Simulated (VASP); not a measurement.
## Sb3Ru: relaxation of cell and atoms with PBE

Sb3Ru:

```
Sb Ru
1.0
     4.53513    0.00000    0.00000
     0.00000    4.53513    0.00000
     0.00000    0.00000    4.48851
Sb Ru
3 1
Cartesian
  0.0000 2.2676 2.2443
  2.2676 0.0000 2.2443
  2.2676 2.2676 0.0000
  0.0000 0.0000 0.0000
```

- Program: VASP 6.6.1
- Task: relaxation of cell and atoms
- Functional: PBE
- Potentials or basis: VASP PAW PBE potentials, release 64 (Sb, Ru_pv)
- Cutoff: 600 eV
- k mesh: 10 × 10 × 10
- Occupations: gaussian, width 0.1 eV
- Spin: no spin polarisation
- Dipole correction: no
- Further INCAR settings: ALGO = Normal; EDIFF = 1e-07; IBRION = 2; EDIFFG = -0.01; NSW = 100; ISIF = 3

| Property | Result |
| --- | --- |
| Relaxed volume | 22.68 Å³/atom |
| Relaxed cell | a = 4.508 Å, b = 4.508 Å, c = 4.463 Å, α = 90.00°, β = 90.00°, γ = 90.00° |
| Space group after relaxing (to 0.1 Å) | Pm-3m (No. 221) |
| Energy gained by relaxing | 1.9 meV/atom |
| Ionic steps | 3 |
| Pressure after relaxing | 0.0 GPa |
| Band gap on the k mesh | zero (an odd number of electrons rules out a gap without spin polarisation) |

Step by step:
```
step  energy change (eV)  largest force (eV/Å)  pressure (GPa)  volume (Å³)
   1              0.0000                0.0000           -1.48        92.32
   2             -0.0031                0.0000            1.21        89.50
   3             -0.0076                0.0000            0.01        90.70
```

Final structure:
```cif
data_structure
_symmetry_space_group_name_H-M 'P 1'
_symmetry_Int_Tables_number 1
_cell_length_a 4.5082
_cell_length_b 4.5082
_cell_length_c 4.4627
_cell_angle_alpha 90.000
_cell_angle_beta 90.000
_cell_angle_gamma 90.000
_cell_volume 90.70
loop_
_atom_site_label
_atom_site_type_symbol
_atom_site_fract_x
_atom_site_fract_y
_atom_site_fract_z
_atom_site_occupancy
Sb1 Sb 0.00000 0.50000 0.50000 1
Sb2 Sb 0.50000 0.00000 0.50000 1
Sb3 Sb 0.50000 0.50000 0.00000 1
Ru1 Ru 0.00000 0.00000 0.00000 1
```

Levels at points of the mesh, in eV from the Fermi level:
```csv
k point,band 11,band 12,band 13,band 14,band 15,band 16,band 17,band 18
"(0.00, 0.00, 0.00)",-1.09,-1.09,-0.63,-0.58,0.01,0.98,0.98,0.99
"(0.50, 0.00, 0.00)",-1.62,-1.54,-1.03,-0.70,-0.33,0.00,0.01,2.33
"(0.50, 0.50, 0.00)",-1.57,-0.81,-0.75,-0.56,-0.56,-0.24,1.92,1.92
"(0.00, 0.00, 0.50)",-1.61,-1.58,-1.04,-0.74,-0.38,0.00,0.00,2.31
"(0.50, 0.00, 0.50)",-1.63,-0.78,-0.71,-0.67,-0.65,-0.20,1.87,1.95
"(0.50, 0.50, 0.50)",-0.66,-0.60,-0.57,-0.22,-0.20,-0.20,4.56,4.76
```

Run time: 5.3 min on 1 thread of Intel(R) Xeon(R) Platinum 8488C (Sapphire Rapids), with other jobs on the host, peak memory 0.41 GiB.

Caveat: spin-orbit coupling is left out, which moves the levels of the heavy elements.
